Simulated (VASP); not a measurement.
Set up this calculation in VASP 6.6.1, as the native input.

```yaml
Task: single point
Functional: PBE
Potentials_or_basis: VASP PAW PBE potentials, release 64 (As, Pt)
Cutoff: 520 eV
k_mesh: 4 × 4 × 4
Occupations: gaussian, width 0.1 eV
Spin: no spin polarisation
Dipole_correction: no
Further_INCAR_settings: ALGO = Fast; EDIFF = 1e-07; NBANDS = 30
```

The structure of AsPt4 lies in POSCAR:

```
AsPt4
1.0
   -2.8125561300      2.8125561300      2.8125561300
    2.8125561300     -2.8125561300      2.8125561300
    2.8125561300      2.8125561300     -2.8125561300
As Pt
1 4
Direct
    0.0000000000      0.0000000000      0.0000000000
    0.0000000000      0.0000000000      0.5000000000
    0.5000000000      0.0000000000      0.0000000000
    0.0000000000      0.5000000000      0.0000000000
    0.5000000000      0.5000000000      0.5000000000
```

These files were run (other wordings do the same):

INCAR

```
SYSTEM = AsPt4
PREC = Accurate
ENCUT = 520
EDIFF = 1E-7
ISMEAR = 0
SIGMA = 0.1
LREAL = .FALSE.
LASPH = .TRUE.
NELM = 80
ALGO = Fast
ISIF = 2
LWAVE = .FALSE.
LCHARG = .TRUE.
GGA = PE
LELF = .TRUE.
LVHAR = .TRUE.
NBANDS = 30
```

KPOINTS

```
Automatic mesh
0
G
  4 4 4
  0 0 0
```

Potentials or basis: VASP PAW PBE potentials, release 64 (As, Pt).

The run is started by

```console
$ cat potpaw_PBE.64/As/POTCAR potpaw_PBE.64/Pt/POTCAR > POTCAR
$ mpirun -np 1 vasp_std > vasp.out
```

Results of the run:

| Item | Value |
| --- | --- |
| Pressure | 3.5 GPa |

Caveat: the k points lie up to 0.39 Å⁻¹ apart.

Run time: 27 s on 1 thread of Intel(R) Xeon(R) Platinum 8259CL CPU @ 2.50GHz (Skylake/Cascade Lake), with other jobs on the host, peak memory 0.2 GiB.
